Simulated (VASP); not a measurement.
# Bi2Te3 (R3m) in VASP: notebook

Bi2Te3 is run at these levels: LDA; tasks: single point.

All numbers are computed with VASP 6.6.1; they aren't measurements. Logs are shortened: lines on timing, memory, paths and dates and some standing lists are left out, and cuts for length are marked.

### Step 1. The cell of the first run

It takes space group R3m (No. 160, trigonal). The conventional cell has a = 4.417 Å, b = 4.417 Å, c = 29.840 Å, α = 90.00°, β = 90.00°, γ = 120.00°. Bi (site symmetry 3m) has 3 Te at 3.03 Å and 3 Bi at 3.43 Å within 4.0 Å. Within 4.7 Å of Bi (site symmetry 3m) lie 9 Te at 3.27 to 4.68 Å and 9 Bi at 3.43 to 4.42 Å. Te (site symmetry 3m) has 6 Te at 3.04 to 3.45 Å within 4.0 Å. Te (site symmetry 3m) has 3 Bi at 3.03 Å and 3 Te at 3.45 Å within 4.0 Å. Within 4.0 Å of Te (site symmetry 3m) lie 3 Te at 3.04 Å and 3 Bi at 3.27 Å.

### Step 2. Single point, LDA

The input, INCAR:

```
SYSTEM = Bi2Te3
ALGO = Normal
EDIFF = 1E-6
ENCUT = 500
GGA_COMPAT = .FALSE.
ISIF = 2
ISMEAR = 0
LASPH = .TRUE.
LCHARG = .TRUE.
LELF = .TRUE.
LREAL = .FALSE.
LVHAR = .TRUE.
LWAVE = .FALSE.
NBANDS = 32
NELM = 120
PREC = Accurate
SIGMA = 0.01
```

The input, KPOINTS:

```
k-points
0
G
  2 2 2
  0 0 0
```

The input, POSCAR:

```
Bi2Te3
1.0
   10.2683730000      0.0000000000      0.0000000000
    9.3183735055      4.3136294786      0.0000000000
    9.3183735055      2.0522045677      3.7941870922
Bi Te
2 3
Direct
    0.1880000000      0.1880000000      0.1880000000
    0.5980000000      0.5980000000      0.5980000000
    0.3890000000      0.3890000000      0.3890000000
    0.8000000000      0.8000000000      0.8000000000
    0.0000000000      0.0000000000      0.0000000000
```

Potentials or basis: VASP PAW LDA potentials, release 64 (Bi_d, Te).

Command:

```bash
> cat potpaw_LDA.64/Bi_d/POTCAR potpaw_LDA.64/Te/POTCAR > POTCAR
> mpirun -np 1 vasp_std > vasp.out
```

OUTCAR:

```text
SYSTEM = Bi2Te3
   EDIFF = 1E-6
   ENCUT = 500
   ISIF = 2
   ISMEAR = 0
   LASPH = .TRUE.
   LREAL = .FALSE.
   NELM = 120
   PREC = Accurate

 ion  position               nearest neighbor table
   1  0.188  0.188  0.188-   4 3.03   4 3.03   4 3.03   2 3.43   2 3.43   2 3.43
   2  0.598  0.598  0.598-   5 3.27   5 3.27   5 3.27   1 3.43   1 3.43   1 3.43
   3  0.389  0.389  0.389-   5 3.04   5 3.04   5 3.04   4 3.45   4 3.45   4 3.45
   4  0.800  0.800  0.800-   1 3.03   1 3.03   1 3.03   3 3.45   3 3.45   3 3.45
   5  0.000  0.000  0.000-   3 3.04   3 3.04   3 3.04   2 3.27   2 3.27   2 3.27

  LATTYP: Found a trigonal (rhomboedric) cell.
 ALAT       =    10.2683730000
 COS(alpha) =     0.9074829582

  Lattice vectors:

 A1 = (  10.2683730000,   0.0000000000,   0.0000000000)
 A2 = (   9.3183735055,   4.3136294786,   0.0000000000)
 A3 = (   9.3183735055,   2.0522045677,   3.7941870922)

Analysis of symmetry for initial positions (statically):
=====================================================================
 Subroutine PRICEL returns:
 Original cell was already a primitive cell.

 Routine SETGRP: Setting up the symmetry group for a
 trigonal (rhombohedral) supercell.

 Subroutine GETGRP returns: Found  6 space group operations
 (whereof  6 operations were pure point group operations)
 out of a pool of 12 trial point group operations.

The static configuration has the point symmetry C_3v.

Analysis of symmetry for dynamics (positions and initial velocities):
=====================================================================
 Subroutine PRICEL returns:
 Original cell was already a primitive cell.

 Routine SETGRP: Setting up the symmetry group for a
 trigonal (rhombohedral) supercell.

 Subroutine GETGRP returns: Found  6 space group operations
 (whereof  6 operations were pure point group operations)
 out of a pool of 12 trial point group operations.

The dynamic configuration has the point symmetry C_3v.

 Subroutine INISYM returns: Found  6 space group operations
 (whereof  6 operations are pure point group operations),
 and found     1 'primitive' translations

----------------------------------------------------------------------------------------

                                     Primitive cell

  volume of cell :     168.0596

[... 71 lines left out ...]
   ENCUT  =  500.0 eV  36.75 Ry    6.06 a.u.  18.72 18.72 18.72*2*pi/ulx,y,z
   NELM   =    120;   NELMIN=  2; NELMDL= -5     # of ELM steps
   EDIFF  = 0.1E-05   stopping-criterion for ELM
   LREAL  =      F    real-space projection
   EDIFFG = 0.1E-04   stopping-criterion for IOM
   NSW    =      0    number of steps for IOM
   IBRION =     -1    ionic relax: 0-MD 1-quasi-New 2-CG
   NFREE  =      0    steps in history (QN), initial steepest desc. (CG)
   ISIF   =      2    stress and relaxation
   ISYM   =      2    0-nonsym 1-usesym 2-fastsym
   POTIM  = 0.5000    time-step for ionic-motion
   TEBEG  =    0.0;   TEEND  =   0.0 temperature during run
   PSTRESS=    0.0 pullay stress
   NELECT =      48.0000    total number of electrons
   NUPDOWN=      -1.0000    fix difference up-down
   EMIN   =  10.00;   EMAX   =-10.00  energy-range for DOS
   EFERMI =   0.00;   METHOD = LEGACY
   ISMEAR =     0;   SIGMA  =   0.01  broadening in eV -4-tet -1-fermi 0-gaus
   EFERMI_NEDOS =   21; number of points for ismear=-14 and -15
   IALGO  =     38    algorithm
   IMIX   =      4    mixing-type and parameters
     AMIX     =   0.40;   BMIX     =  1.00
     AMIX_MAG =   1.60;   BMIX_MAG =  1.00
  volume/ion in A,a.u.               =      33.61       226.82
  Fermi-wavevector in a.u.,A,eV,Ry     =   1.078121  2.037353 15.814662  1.162345
  Thomas-Fermi vector in A             =   2.214051
   LORBIT       =      0    0 simple, 1 ext, 2 COOP (PROOUT), +10 PAW based schemes
   GGA     = CA    functional components
   LHFCALC =     F    Hartree Fock is set to
   AEXX    =    0.0000 exact exchange contribution
   IVDW    =     0    specifies the selected vdW correction
   LEPSILON=     F    determine dielectric tensor
   LRPA    =     F    only Hartree local field effects (RPA)
 non-spin polarized calculation
 Gauss-broadening in eV      SIGMA  =   0.01
  energy-cutoff  :      500.00
  volume of cell :      168.06
 maximum number of plane-waves:      4278
 NGX is ok and might be reduce to    80
   NGX = 37   NGY = 37   NGZ = 37

 number of electron      48.0000001 magnetization

 Free energy of the ion-electron system (eV)
  ---------------------------------------------------
  ext. energy  EPLUGINS =         0.00000000
  ---------------------------------------------------
  free energy    TOTEN  =       -19.19391500 eV

  energy without entropy =      -19.19391500  energy(sigma->0) =      -19.19391500

 E-fermi :   6.0867     XC(G=0):  -9.6226

 val. band max:        6.0312529059   @ k =   0.5000   0.0000  -0.0000
 cond. band min:       6.1321156288   @ k =   0.5000   0.0000  -0.0000
 fundamental gap:      0.1008627229
 Fermi energy:         6.0866695565

 k-point     1 :       0.0000    0.0000    0.0000
  band No.  band energies     occupation
      1     -16.9738      2.00000
      2     -16.9738      2.00000
      3     -16.9360      2.00000
      4     -16.9360      2.00000
      5     -16.9241      2.00000
      6     -16.1777      2.00000
[... 129 lines left out ...]
     31      10.7955      0.00000
     32      11.4675      0.00000

------------------------ aborting loop because EDIFF is reached ----------------------------------------

  FORCE on cell =-STRESS in cart. coord.  units (eV):
  Direction    XX          YY          ZZ          XY          YZ          ZX
  --------------------------------------------------------------------------------------
  -------------------------------------------------------------------------------------
  Total       -4.7045320      1.7178791      1.9289589     -1.4865202     -0.1951258     -0.8860011
  in kB      -44.8501392     16.3772113     18.3895175    -14.1715775     -1.8602108     -8.4465941
  external PRESSURE =      -3.3611368 kB  Pullay stress =       0.0000000 kB

 VOLUME and BASIS-vectors are now :
 -----------------------------------------------------------------------------
  energy-cutoff  :      500.00
  volume of cell :      168.06
      direct lattice vectors                 reciprocal lattice vectors
    10.268373000  0.000000000  0.000000000     0.097386412 -0.210375732 -0.125388893
     9.318373506  4.313629479  0.000000000     0.000000000  0.231823342 -0.125388893
     9.318373506  2.052204568  3.794187092     0.000000000  0.000000000  0.263561067

 POSITION                                       TOTAL-FORCE (eV/Angst)
 -----------------------------------------------------------------------------------
      5.43416      1.19678      0.71331        -0.479083     -0.105509     -0.062886
     17.28526      3.80677      2.26892         1.245900      0.274387      0.163541
     11.24409      2.47631      1.47594        -0.484260     -0.106650     -0.063566
     23.12410      5.09267      3.03535         0.447573      0.098570      0.058750
      0.00000      0.00000      0.00000        -0.730130     -0.160798     -0.095839
 -----------------------------------------------------------------------------------
    total drift:                               -0.000345     -0.000076     -0.000045

  FREE ENERGIE OF THE ION-ELECTRON SYSTEM (eV)
  ---------------------------------------------------
  free  energy   TOTEN  =       -19.1939149969 eV

  energy  without entropy=      -19.1939149969  energy(sigma->0) =      -19.19391500
```

Run time: 3.8 min. Hardware: 1 thread of AMD EPYC 7R43 (Zen 3), shared host; peak memory 0.58 GiB.

Results:

```yaml
Free_energy: -19.1939 eV
Pressure: -0.3 GPa
Largest_force: 1.286 eV/Å
Band_gap_on_the_k_mesh: 0.10 eV
```

Forces on the atoms (eV/Å):
```
Bi  -0.479 -0.106 -0.063
Bi   1.246  0.274  0.164
Te  -0.484 -0.107 -0.064
Te   0.448  0.099  0.059
Te  -0.730 -0.161 -0.096
```

Stress tensor (GPa, compression positive):
```
-4.49 -1.42 -0.84
-1.42  1.64 -0.19
-0.84 -0.19  1.84
```

Levels at points of the mesh, in eV from the valence-band top:
```tsv
k point	band 22	band 23	band 24	band 25	band 26	band 27
(0.00, 0.00, 0.00)	-0.23	-0.12	-0.12	0.14	0.43	0.43
(0.50, 0.00, 0.00)	-1.97	-0.01	0.00	0.10	0.65	2.79
(0.50, 0.50, 0.00)	-1.61	-0.83	-0.23	0.58	1.38	2.03
(0.50, 0.50, 0.50)	-0.67	-0.42	-0.42	0.68	1.07	1.07
```

Caveat: the k points lie up to 0.83 Å⁻¹ apart; spin-orbit coupling is left out, which moves the levels of the heavy elements; forces of over 1 eV/Å act on the atoms, so gaps and moduli don't describe the material at rest.

### Step 3. Single point, LDA

The input, INCAR:

```
SYSTEM = Bi2Te3
PREC     = Accurate       ! precision mode
ENCUT    = 500            ! plane-wave cutoff, eV
EDIFF    = 1E-6           ! SCF threshold, eV
ISMEAR   = 0              ! smearing method
SIGMA    = 0.01           ! smearing width, eV
LREAL    = .FALSE.        ! projectors in reciprocal space
LASPH    = .TRUE.         ! aspherical terms in the spheres
NELM     = 120            ! most SCF steps
ALGO     = Normal         ! electronic algorithm
ISIF     = 2              ! what is computed and relaxed
LWAVE    = .FALSE.        ! write WAVECAR
LCHARG   = .FALSE.        ! write CHGCAR
GGA      = CA             ! functional
NBANDS   = 32             ! bands
GGA_COMPAT= .FALSE.
```

The input, KPOINTS:

```
regular mesh
0
G
  3 3 3
  0 0 0
```

POSCAR is that of step 2.

Potentials or basis: VASP PAW LDA potentials, release 64 (Bi_d, Te).

Command:

```bash
> cat potpaw_LDA.64/Bi_d/POTCAR potpaw_LDA.64/Te/POTCAR > POTCAR
> mpirun -np 1 vasp_std > vasp.out
```

Run time: 4.8 min. Hardware: 1 thread of AMD EPYC 7R43 (Zen 3), shared host; peak memory 0.58 GiB.

It converged, with:

| Quantity | Value |
| --- | --- |
| Free energy | -20.2872 eV |
| Pressure | -2.0 GPa |
| Largest force | 1.338 eV/Å |
| Band gap on the k mesh | 0.04 eV (least direct gap 0.30 eV) |

Forces in eV/Å, atoms in the order of the input:
```
Bi   0.579  0.127  0.076
Bi   0.604  0.133  0.079
Te   0.729  0.161  0.096
Te  -0.616 -0.136 -0.081
Te  -1.296 -0.285 -0.170
```

Stress tensor (GPa, compression positive):
```
-2.37 -0.14 -0.08
-0.14 -1.77 -0.02
-0.08 -0.02 -1.75
```

Levels at points of the mesh, in eV from the valence-band top:
```csv
k point,band 22,band 23,band 24,band 25,band 26,band 27
"(0.00, 0.00, 0.00)",-0.30,-0.25,-0.25,0.04,0.44,0.44
```

Caveat: the k points lie up to 0.55 Å⁻¹ apart; spin-orbit coupling is left out, which moves the levels of the heavy elements; an odd mesh through Γ misses points on the zone boundary, where band edges can lie; forces of over 1 eV/Å act on the atoms, so gaps and moduli don't describe the material at rest.
